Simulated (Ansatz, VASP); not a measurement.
**Sb2P3H: VASP beside Ansatz**

The input INCAR:

```
SYSTEM = Sb2P3H
  PREC = Accurate
  ENCUT = 600
  EDIFF = 1E-7
  ISMEAR = 0
  SIGMA = 0.1
  LREAL = .False.
  LASPH = .True.
  NELM = 60
  ALGO = Normal
  ISIF = 3
  LWAVE = .False.
  LCHARG = .False.
  GGA = PE
  IBRION = 2
  NSW = 90
  EDIFFG = -0.04
```

Contents of KPOINTS:

```
Automatic mesh
0
Gamma
  6 6 4
  0 0 0
```

The input POSCAR:

```
Sb2P3H
1.0
    4.8483502400      0.0000000000      0.0000000000
   -2.4241751200      4.1987944800      0.0000000000
    0.0000000000      0.0000000000      7.2378527000
Sb H P
2 1 3
Direct
    0.3333333300      0.6666666700      0.0000000000
    0.6666666700      0.3333333300      0.0000000000
    0.0000000000      0.0000000000      0.5000000000
    0.5000000000      0.0000000000      0.5000000000
    0.0000000000      0.5000000000      0.5000000000
    0.5000000000      0.5000000000      0.5000000000
```

Input for Ansatz:

```yaml
crystal:
  lattice:
    - [4.84835024, 0.0, 0.0]
    - [-2.42417512, 4.19879448, 0.0]
    - [0.0, 0.0, 7.2378527]
  atoms:
    - { symbol: Sb, position: [0.33333333, 0.66666667, 0.0] }
    - { symbol: Sb, position: [0.66666667, 0.33333333, 0.0] }
    - { symbol: H, position: [0.0, 0.0, 0.5] }
    - { symbol: P, position: [0.5, 0.0, 0.5] }
    - { symbol: P, position: [0.0, 0.5, 0.5] }
    - { symbol: P, position: [0.5, 0.5, 0.5] }
basis:
  ecutwfc: 420
kpoints:
  mp_grid: { grid: [6, 6, 4] }
hamiltonian:
  xc: pbe
scf:
  occupations: { method: gaussian, width: 0.1 }
  lower_state_search: "off"
output:
  forces: true
  stress: true
  eigenvalues: true
relax:
  adjacent_minimum: "off"
  f_tol: 0.04
  max_steps: 70
  cell: { stress_tol: 0.4 }
```

Alike in both runs: task relaxation of cell and atoms; functional PBE; k mesh 6 × 6 × 4; occupations gaussian, width 0.1 eV; no spin polarisation.

```csv
,VASP,Ansatz
version,VASP 6.6.1,Ansatz 0.2.0
potentials or method,"VASP PAW PBE potentials, release 64 (Sb, H, P), cutoff 600 eV","scalar-relativistic, plane waves, PAW"
valence electrons in the cell,26,46
```

```csv
,VASP,Ansatz,Ansatz less VASP
"gap on the k mesh at the Fermi level, each at its own relaxed structure (eV)",none,none,-
relaxed volume (Å³/atom),20.48,20.54,+0.057
relaxed cell length with the largest relative difference (Å),5.438,5.465,+0.0272
```

A gap of «none» marks a metal or a gap that the smearing closes. VASP's potentials hold 26 valence electrons a cell and Ansatz's 46, so a difference there can come from the potentials and not from the codes.

Neither program's run includes spin-orbit coupling. Noted on VASP's run: the volume moved by over 15 % at a fixed basis, so the end points are rough.
